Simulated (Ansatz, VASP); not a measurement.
## One calculation of Cs, two programs

```
Cs
1.0
     5.04110    0.00000    0.00000
     0.00000    5.04110    0.00000
     0.00000    0.00000    5.05321
Cs
1
Cartesian
  2.5206 2.5206 0.0000
```

Alike in both runs: task relaxation of cell and atoms; functional PBE; k mesh 12 × 12 × 12; occupations gaussian, width 0.1 eV; no spin polarisation.

|  | VASP | Ansatz |
| --- | --- | --- |
| version | VASP 6.6.1 | Ansatz 0.2.0 |
| potentials or method | VASP PAW PBE potentials, release 64 (Cs_sv), cutoff 600 eV | scalar-relativistic, plane waves, PAW |
| valence electrons in the cell | 9 | 9 |

|  | VASP | Ansatz | Ansatz less VASP |
| --- | --- | --- | --- |
| gap on the k mesh at the Fermi level, each at its own relaxed structure (eV) | none | none | - |
| relaxed volume (Å³/atom) | 128.42 | 128.42 | 0.000 |
| relaxed cell length with the largest relative difference (Å) | 5.053 | 5.053 | 0.0000 |

A gap of «none» marks a metal or a gap that the smearing closes.

Spin-orbit coupling is off throughout. Noted on VASP's run: the relaxation stopped at its first step, so nothing moved.
